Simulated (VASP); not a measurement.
# Ba2ScCuO4 (P4/mmm) in VASP: further runs

The runs below take Ba2ScCuO4 through single point, relaxation of cell and atoms, with LDA.

All numbers are computed with VASP 6.6.1; they aren't measurements. Logs are shortened: lines on timing, memory, paths and dates and some standing lists are left out, and cuts for length are marked.

## 1. The cell of the first run

Symmetry: P4/mmm, No. 123, tetragonal system. Conventional cell: a = 4.062 Å, b = 4.062 Å, c = 7.801 Å, α = 90.00°, β = 90.00°, γ = 90.00°. Ba (site symmetry 4mm) has 8 O at 2.72 to 2.89 Å and 4 Sc at 3.40 Å and 4 Cu at 3.55 Å and 1 Ba at 3.63 Å within 3.7 Å. Sc (site symmetry 4/mmm) has 6 O at 2.03 to 2.14 Å within 2.7 Å. Within 2.3 Å of Cu (site symmetry 4/mmm) lie 2 O at 1.76 Å. O (site symmetry mmm) has 2 Sc at 2.03 Å and 4 Ba at 2.72 Å and 8 O at 2.87 to 2.95 Å within 3.0 Å. O (site symmetry 4mm) has 1 Cu at 1.76 Å and 1 Sc at 2.14 Å within 2.3 Å.

## 2. Single point, LDA

INCAR

```
SYSTEM = Ba2ScCuO4
  PREC = Accurate
  ENCUT = 520
  EDIFF = 1E-6
  ISMEAR = 0
  SIGMA = 0.01
  LREAL = .False.
  LASPH = .True.
  NELM = 80
  ALGO = Normal
  ISIF = 2
  LWAVE = .False.
  LCHARG = .False.
  GGA = CA
  NBANDS = 43
```

KPOINTS

```
Automatic mesh
0
Gamma
  3 3 2
  0 0 0
```

POSCAR

```
Ba2ScCuO4
1.0
    4.0619555354      0.0000000000      0.0000000000
    0.0000000000      4.0619555354      0.0000000000
    0.0000000000      0.0000000000      7.8010469894
Ba Sc Cu O
2 1 1 4
Direct
    0.5000000000      0.5000000000      0.7673270458
    0.5000000000      0.5000000000      0.2326729542
    0.0000000000      0.0000000000      0.0000000000
    0.0000000000      0.0000000000      0.5000000000
    0.0000000000      0.5000000000      0.0000000000
    0.5000000000      0.0000000000      0.0000000000
    0.0000000000      0.0000000000      0.7254020464
    0.0000000000      0.0000000000      0.2745979536
```

Potentials or basis: VASP PAW LDA potentials, release 64 (Ba_sv, Sc_sv, Cu, O).

On the command line:

```sh
$ cat potpaw_LDA.64/Ba_sv/POTCAR potpaw_LDA.64/Sc_sv/POTCAR potpaw_LDA.64/Cu/POTCAR potpaw_LDA.64/O/POTCAR > POTCAR
$ mpirun -np 1 vasp_std > vasp.out
```

OUTCAR:

```text
SYSTEM = Ba2ScCuO4
   PREC = Accurate
   ENCUT = 520
   EDIFF = 1E-6
   ISMEAR = 0
   LREAL = .False.
   LASPH = .True.
   NELM = 80
   ISIF = 2
   GGA = CA

 ion  position               nearest neighbor table
   1  0.500  0.500  0.767-   5 2.72   6 2.72   6 2.72   5 2.72   7 2.89   7 2.89   7 2.89   7 2.89
                             3 3.40   3 3.40   3 3.40   3 3.40   4 3.55   4 3.55   4 3.55   4 3.55
   2  0.500  0.500  0.233-   5 2.72   6 2.72   6 2.72   5 2.72   8 2.89   8 2.89   8 2.89   8 2.89
                             3 3.40   3 3.40   3 3.40   3 3.40   4 3.55   4 3.55   4 3.55   4 3.55
   3  0.000  0.000  0.000-   5 2.03   6 2.03   5 2.03   6 2.03   7 2.14   8 2.14   1 3.40   2 3.40
                             1 3.40   1 3.40   2 3.40   2 3.40   1 3.40   2 3.40
   4  0.000  0.000  0.500-   7 1.76   8 1.76   1 3.55   2 3.55   1 3.55   2 3.55   1 3.55   2 3.55
                             1 3.55   2 3.55
   5  0.000  0.500  0.000-   3 2.03   3 2.03   1 2.72   2 2.72   1 2.72   2 2.72
   6  0.500  0.000  0.000-   3 2.03   3 2.03   1 2.72   1 2.72   2 2.72   2 2.72
   7  0.000  0.000  0.725-   4 1.76   3 2.14   1 2.89   1 2.89   1 2.89   1 2.89
   8  0.000  0.000  0.275-   4 1.76   3 2.14   2 2.89   2 2.89   2 2.89   2 2.89

  LATTYP: Found a simple tetragonal cell.
 ALAT       =     4.0619555354
 C/A-ratio  =     1.9205151119

  Lattice vectors:

 A1 = (   4.0619555354,   0.0000000000,   0.0000000000)
 A2 = (   0.0000000000,   4.0619555354,   0.0000000000)
 A3 = (   0.0000000000,   0.0000000000,   7.8010469894)

Analysis of symmetry for initial positions (statically):
=====================================================================
 Subroutine PRICEL returns:
 Original cell was already a primitive cell.

 Routine SETGRP: Setting up the symmetry group for a
 simple tetragonal supercell.

 Subroutine GETGRP returns: Found 16 space group operations
 (whereof 16 operations were pure point group operations)
 out of a pool of 16 trial point group operations.

The static configuration has the point symmetry D_4h.

Analysis of symmetry for dynamics (positions and initial velocities):
=====================================================================
 Subroutine PRICEL returns:
 Original cell was already a primitive cell.

 Routine SETGRP: Setting up the symmetry group for a
 simple tetragonal supercell.

 Subroutine GETGRP returns: Found 16 space group operations
 (whereof 16 operations were pure point group operations)
 out of a pool of 16 trial point group operations.

The dynamic configuration has the point symmetry D_4h.

 Subroutine INISYM returns: Found 16 space group operations
 (whereof 16 operations are pure point group operations),
 and found     1 'primitive' translations

----------------------------------------------------------------------------------------

                                     Primitive cell

  volume of cell :     128.7132

  direct lattice vectors                    reciprocal lattice vectors
     4.061955535  0.000000000  0.000000000     0.246186841  0.000000000  0.000000000
     0.000000000  4.061955535  0.000000000     0.000000000  0.246186841  0.000000000
     0.000000000  0.000000000  7.801046989     0.000000000  0.000000000  0.128187922

  length of vectors
     4.061955535  4.061955535  7.801046989     0.246186841  0.246186841  0.128187922

  position of ions in fractional coordinates (direct lattice)
     0.500000000  0.500000000  0.767327046
     0.500000000  0.500000000  0.232672954
     0.000000000  0.000000000  0.000000000
     0.000000000  0.000000000  0.500000000
     0.000000000  0.500000000  0.000000000
     0.500000000  0.000000000  0.000000000
     0.000000000  0.000000000  0.725402046
     0.000000000  0.000000000  0.274597954

  ion indices of the primitive-cell ions
   primitive index   ion index
                 1           1
                 2           2
                 3           3
                 4           4
                 5           5
                 6           6
                 7           7
                 8           8

----------------------------------------------------------------------------------------

 KPOINTS: Automatic mesh

Automatic generation of k-mesh.
 Grid dimensions read from file:
 generate k-points for:    3    3    2

 Generating k-lattice:

  Cartesian coordinates                     Fractional coordinates (reciprocal lattice)
     0.082062280  0.000000000  0.000000000     0.333333333  0.000000000  0.000000000
     0.000000000  0.082062280  0.000000000     0.000000000  0.333333333  0.000000000
     0.000000000  0.000000000  0.064093961     0.000000000  0.000000000  0.500000000

  Length of vectors
     0.082062280  0.082062280  0.064093961

  Shift w.r.t. Gamma in fractional coordinates (k-lattice)
     0.000000000  0.000000000  0.000000000

 Subroutine IBZKPT returns following result:
 ===========================================

 Found      6 irreducible k-points:

 Following reciprocal coordinates:
            Coordinates               Weight
  0.000000  0.000000  0.000000      1.000000
  0.333333  0.000000  0.000000      4.000000
  0.333333  0.333333  0.000000      4.000000
  0.000000  0.000000  0.500000      1.000000
  0.333333  0.000000  0.500000      4.000000
  0.333333  0.333333  0.500000      4.000000
   k-points           NKPTS =      6   k-points in BZ     NKDIM =      6   number of bands    NBANDS=     43
   number of dos      NEDOS =    301   number of ions     NIONS =      8
   total plane-waves  NPLWV =  54000
   dimension x,y,z NGX =    30 NGY =   30 NGZ =   60
   dimension x,y,z NGXF=    60 NGYF=   60 NGZF=  120
   ions per type =               2   1   1   4
   NGX,Y,Z   is equivalent  to a cutoff of  12.28, 12.28, 12.79 a.u.
   NGXF,Y,Z  is equivalent  to a cutoff of  24.56, 24.56, 25.57 a.u.
 SYSTEM =  Ba2ScCuO4
   PREC   = accura    normal or accurate (medium, high low for compatibility)
   ISTART =      0    job   : 0-new  1-cont  2-samecut
   ICHARG =      2    charge: 1-file 2-atom 10-const
   ISPIN  =      1    spin polarized calculation?
   LNONCOLLINEAR =      F non collinear calculations
   LSORBIT =      F    spin-orbit coupling
   LASPH  =      T    aspherical Exc in radial PAW
   ENCUT  =  520.0 eV  38.22 Ry    6.18 a.u.   7.55  7.55 14.50*2*pi/ulx,y,z
   NELM   =     80;   NELMIN=  2; NELMDL= -5     # of ELM steps
   EDIFF  = 0.1E-05   stopping-criterion for ELM
   LREAL  =      F    real-space projection
   EDIFFG = 0.1E-04   stopping-criterion for IOM
   NSW    =      0    number of steps for IOM
   IBRION =     -1    ionic relax: 0-MD 1-quasi-New 2-CG
   NFREE  =      0    steps in history (QN), initial steepest desc. (CG)
   ISIF   =      2    stress and relaxation
   ISYM   =      2    0-nonsym 1-usesym 2-fastsym
   POTIM  = 0.5000    time-step for ionic-motion
   TEBEG  =    0.0;   TEEND  =   0.0 temperature during run
   PSTRESS=    0.0 pullay stress
   NELECT =      66.0000    total number of electrons
   NUPDOWN=      -1.0000    fix difference up-down
   EMIN   =  10.00;   EMAX   =-10.00  energy-range for DOS
   EFERMI =   0.00;   METHOD = LEGACY
   ISMEAR =     0;   SIGMA  =   0.01  broadening in eV -4-tet -1-fermi 0-gaus
   EFERMI_NEDOS =   21; number of points for ismear=-14 and -15
   IALGO  =     38    algorithm
   IMIX   =      4    mixing-type and parameters
     AMIX     =   0.40;   BMIX     =  1.00
     AMIX_MAG =   1.60;   BMIX_MAG =  1.00
  volume/ion in A,a.u.               =      16.09       108.57
  Fermi-wavevector in a.u.,A,eV,Ry     =   1.310333  2.476171 23.360836  1.716973
  Thomas-Fermi vector in A             =   2.440871
   LORBIT       =      0    0 simple, 1 ext, 2 COOP (PROOUT), +10 PAW based schemes
   GGA     = CA    functional components
   LHFCALC =     F    Hartree Fock is set to
   AEXX    =    0.0000 exact exchange contribution
   IVDW    =     0    specifies the selected vdW correction
   LEPSILON=     F    determine dielectric tensor
   LRPA    =     F    only Hartree local field effects (RPA)
 non-spin polarized calculation
 Gauss-broadening in eV      SIGMA  =   0.01
  energy-cutoff  :      520.00
  volume of cell :      128.71
 maximum number of plane-waves:      3486
 NGX is ok and might be reduce to    30
   NGX = 15   NGY = 15   NGZ = 29

 number of electron      65.9999982 magnetization

 Free energy of the ion-electron system (eV)
  ---------------------------------------------------
  ext. energy  EPLUGINS =         0.00000000
  ---------------------------------------------------
  free energy    TOTEN  =       -59.81872984 eV

  energy without entropy =      -59.81872984  energy(sigma->0) =      -59.81872984

 E-fermi :   2.8967     XC(G=0): -10.7482

 val. band max:        2.7796017215   @ k =   0.0000   0.0000   0.5000
 cond. band min:       4.8479873983   @ k =   0.3333   0.0000   0.0000
 fundamental gap:      2.0683856768
 Fermi energy:         2.8967388385

 k-point     1 :       0.0000    0.0000    0.0000
  band No.  band energies     occupation
      1     -43.8630      2.00000
      2     -23.2809      2.00000
      3     -23.2423      2.00000
      4     -22.9861      2.00000
      5     -22.9861      2.00000
      6     -22.8686      2.00000
[... 35 lines left out ...]
     42       8.3045      0.00000
     43       8.6256      0.00000

 k-point     2 :       0.3333    0.0000    0.0000
  band No.  band energies     occupation
      1     -43.8604      2.00000
      2     -23.3786      2.00000
      3     -23.1554      2.00000
      4     -22.9810      2.00000
      5     -22.9490      2.00000
      6     -22.9282      2.00000
[... 35 lines left out ...]
     42       9.4083      0.00000
     43       9.4368      0.00000

 k-point     3 :       0.3333    0.3333    0.0000
  band No.  band energies     occupation
      1     -43.8578      2.00000
      2     -23.2878      2.00000
      3     -23.1313      2.00000
      4     -23.0829      2.00000
      5     -22.9756      2.00000
      6     -22.9677      2.00000
[... 35 lines left out ...]
     42       9.6157      0.00000
     43       9.8067      0.00000

 k-point     4 :       0.0000    0.0000    0.5000
  band No.  band energies     occupation
      1     -43.8630      2.00000
      2     -23.2935      2.00000
      3     -23.2221      2.00000
      4     -22.9862      2.00000
      5     -22.9862      2.00000
      6     -22.8776      2.00000
[... 35 lines left out ...]
     42       8.8263      0.00000
     43       8.8828      0.00000

 k-point     5 :       0.3333    0.0000    0.5000
  band No.  band energies     occupation
      1     -43.8604      2.00000
      2     -23.3690      2.00000
      3     -23.1667      2.00000
      4     -22.9810      2.00000
      5     -22.9582      2.00000
      6     -22.9186      2.00000
[... 35 lines left out ...]
     42       8.8372      0.00000
     43       9.4616      0.00000

 k-point     6 :       0.3333    0.3333    0.5000
  band No.  band energies     occupation
      1     -43.8578      2.00000
      2     -23.2794      2.00000
      3     -23.1314      2.00000
      4     -23.0913      2.00000
      5     -22.9869      2.00000
      6     -22.9575      2.00000
[... 35 lines left out ...]
     42       9.2061      0.00000
     43       9.6044      0.00000

------------------------ aborting loop because EDIFF is reached ----------------------------------------

  FORCE on cell =-STRESS in cart. coord.  units (eV):
  Direction    XX          YY          ZZ          XY          YZ          ZX
  --------------------------------------------------------------------------------------
  -------------------------------------------------------------------------------------
  Total        1.5039110      1.5039110      1.8538327      0.0000000      0.0000000      0.0000000
  in kB       18.7201576     18.7201576     23.0758606      0.0000000      0.0000000      0.0000000
  external PRESSURE =      20.1720586 kB  Pullay stress =       0.0000000 kB

 VOLUME and BASIS-vectors are now :
 -----------------------------------------------------------------------------
  energy-cutoff  :      520.00
  volume of cell :      128.71
      direct lattice vectors                 reciprocal lattice vectors
     4.061955535  0.000000000  0.000000000     0.246186841  0.000000000  0.000000000
     0.000000000  4.061955535  0.000000000     0.000000000  0.246186841  0.000000000
     0.000000000  0.000000000  7.801046989     0.000000000  0.000000000  0.128187922

 POSITION                                       TOTAL-FORCE (eV/Angst)
 -----------------------------------------------------------------------------------
      2.03098      2.03098      5.98595        -0.000000      0.000000     -0.217326
      2.03098      2.03098      1.81509         0.000000      0.000000      0.217326
      0.00000      0.00000      0.00000        -0.000000     -0.000000     -0.000000
      0.00000      0.00000      3.90052        -0.000000     -0.000000     -0.000000
      0.00000      2.03098      0.00000        -0.000000     -0.000000     -0.000000
      2.03098      0.00000      0.00000        -0.000000     -0.000000     -0.000000
      0.00000      0.00000      5.65890         0.000000     -0.000000      0.084689
      0.00000      0.00000      2.14215        -0.000000     -0.000000     -0.084689
 -----------------------------------------------------------------------------------
    total drift:                               -0.000000     -0.000000      0.000000

  FREE ENERGIE OF THE ION-ELECTRON SYSTEM (eV)
  ---------------------------------------------------
  free  energy   TOTEN  =       -59.8187298421 eV

  energy  without entropy=      -59.8187298421  energy(sigma->0) =      -59.81872984
```

Wall time 73 s (1 thread of AMD EPYC 7R13, shared host); peak memory 0.17 GiB.

What came out:

* Free energy: -59.8187 eV
* Pressure: 2.0 GPa
* Largest force: 0.217 eV/Å
* Band gap on the k mesh: 2.07 eV (least direct gap 2.17 eV)

Forces on the atoms (eV/Å):
```
Ba   0.000  0.000 -0.217
Ba   0.000  0.000  0.217
Sc   0.000  0.000  0.000
Cu   0.000  0.000  0.000
O    0.000  0.000  0.000
O    0.000  0.000  0.000
O    0.000  0.000  0.085
O    0.000  0.000 -0.085
```

Stress tensor (GPa, compression positive):
```
1.87 0.00 0.00
0.00 1.87 0.00
0.00 0.00 2.31
```

Caveat: the k points lie up to 0.52 Å⁻¹ apart; spin-orbit coupling is left out, which moves the levels of the heavy elements; an odd mesh through Γ misses points on the zone boundary, where band edges can lie.

## 3. Relaxation of cell and atoms, LDA

This run uses another cell than the first one, of 17.62 Å³/atom.

INCAR

```
SYSTEM = Ba2ScCuO4
PREC     = Accurate       ! precision mode
ENCUT    = 600            ! plane-wave cutoff, eV
EDIFF    = 1E-6           ! SCF threshold, eV
ISMEAR   = 0              ! smearing method
SIGMA    = 0.01           ! smearing width, eV
LREAL    = .FALSE.        ! projectors in reciprocal space
LASPH    = .TRUE.         ! aspherical terms in the spheres
NELM     = 80             ! most SCF steps
ALGO     = Normal         ! electronic algorithm
ISIF     = 3              ! what is computed and relaxed
LWAVE    = .FALSE.        ! write WAVECAR
LCHARG   = .FALSE.        ! write CHGCAR
GGA      = CA             ! functional
IBRION   = 2              ! ionic algorithm
NSW      = 80             ! ionic steps
EDIFFG   = -0.01          ! ionic threshold
```

KPOINTS

```
Automatic mesh
0
G
  3 3 2
  0 0 0
```

POSCAR

```
Ba2ScCuO4
1.0
    4.1769600000      0.0000000000      0.0000000000
    0.0000000000      4.1769600000      0.0000000000
    0.0000000000      0.0000000000      8.0788600000
Ba Sc Cu O
2 1 1 4
Direct
    0.5000000000      0.5000000000      0.7679800000
    0.5000000000      0.5000000000      0.2320200000
    0.0000000000      0.0000000000      0.0000000000
    0.0000000000      0.0000000000      0.5000000000
    0.0000000000      0.5000000000      0.0000000000
    0.5000000000      0.0000000000      0.0000000000
    0.0000000000      0.0000000000      0.7246700000
    0.0000000000      0.0000000000      0.2753300000
```

Potentials or basis: VASP PAW LDA potentials, release 64 (Ba_sv, Sc_sv, Cu, O).

On the command line:

```sh
$ cat potpaw_LDA.64/Ba_sv/POTCAR potpaw_LDA.64/Sc_sv/POTCAR potpaw_LDA.64/Cu/POTCAR potpaw_LDA.64/O/POTCAR > POTCAR
$ mpirun -np 1 vasp_std > vasp.out
```

Wall time 8.9 min (1 thread of AMD EPYC 7R13, shared host); peak memory 0.24 GiB.

Results (log left out):

```yaml
Free_energy: -59.8586 eV
Relaxed_volume: 16.32 Å³/atom
Relaxed_cell: a = 4.081 Å, b = 4.081 Å, c = 7.837 Å, α = 90.00°, β = 90.00°, γ = 90.00°
Space_group_after_relaxing_to_0.1_Å: P4/mmm (No. 123)
Energy_gained_by_relaxing: 32.7 meV/atom
Ionic_steps: 12
Pressure_after_relaxing: 0.0 GPa
Largest_force_after_relaxing: 0.004 eV/Å
Band_gap_on_the_k_mesh: 2.07 eV (least direct gap 2.16 eV)
```

Forces on the atoms (eV/Å):
```
Ba   0.000  0.000 -0.004
Ba   0.000  0.000  0.004
Sc   0.000  0.000  0.000
Cu   0.000  0.000  0.000
O    0.000  0.000  0.000
O    0.000  0.000  0.000
O    0.000  0.000  0.001
O    0.000  0.000 -0.001
```

Stress tensor (GPa, compression positive):
```
-0.06  0.00  0.00
 0.00 -0.06  0.00
 0.00  0.00  0.02
```

Step by step:
| step | energy change (eV) | largest force (eV/Å) | pressure (GPa) | volume (Å³) |
| --- | --- | --- | --- | --- |
| 1 | 0.0000 | 0.3632 | -7.51 | 140.95 |
| 2 | -0.0830 | 1.2584 | 7.16 | 124.75 |
| 3 | -0.2486 | 0.4276 | -0.36 | 131.60 |
| 4 | -0.2586 | 0.1665 | 0.03 | 130.57 |
| 5 | -0.2591 | 0.1458 | -0.06 | 130.76 |
| 6 | -0.2613 | 0.0769 | 0.05 | 130.53 |
| 7 | -0.2618 | 0.0195 | 0.15 | 130.33 |
| 8 | -0.2618 | 0.0266 | 0.14 | 130.35 |
| 9 | -0.2619 | 0.0247 | -0.13 | 130.59 |
| 10 | -0.2619 | 0.0170 | -0.03 | 130.50 |
| 11 | -0.2619 | 0.0178 | 0.03 | 130.49 |
| 12 | -0.2619 | 0.0038 | -0.04 | 130.53 |

Final structure:
```yaml
crystal:
  lattice:
    - [4.08107, 0.00000, 0.00000]
    - [0.00000, 4.08107, 0.00000]
    - [0.00000, 0.00000, 7.83693]
  atoms:
    - { symbol: Ba, position: [0.50000, 0.50000, 0.76617] }
    - { symbol: Ba, position: [0.50000, 0.50000, 0.23383] }
    - { symbol: Sc, position: [0.00000, 0.00000, 0.00000] }
    - { symbol: Cu, position: [0.00000, 0.00000, 0.50000] }
    - { symbol: O, position: [0.00000, 0.50000, 0.00000] }
    - { symbol: O, position: [0.50000, 0.00000, 0.00000] }
    - { symbol: O, position: [0.00000, 0.00000, 0.72526] }
    - { symbol: O, position: [0.00000, 0.00000, 0.27474] }
```

Levels at points of the mesh, in eV from the valence-band top:
```
           k point  band 29  band 30  band 31  band 32  band 33  band 34  band 35  band 36  band 37  band 38
(0.00, 0.00, 0.00)    -1.50    -0.61    -0.61    -0.33    -0.33     2.36     3.34     3.37     3.83     4.08
(0.00, 0.00, 0.50)    -1.69    -0.85    -0.85     0.00     0.00     3.26     3.34     3.50     3.50     3.69
```

Caveat: the k points lie up to 0.51 Å⁻¹ apart in the final cell; spin-orbit coupling is left out, which moves the levels of the heavy elements; an odd mesh through Γ misses points on the zone boundary, where band edges can lie.
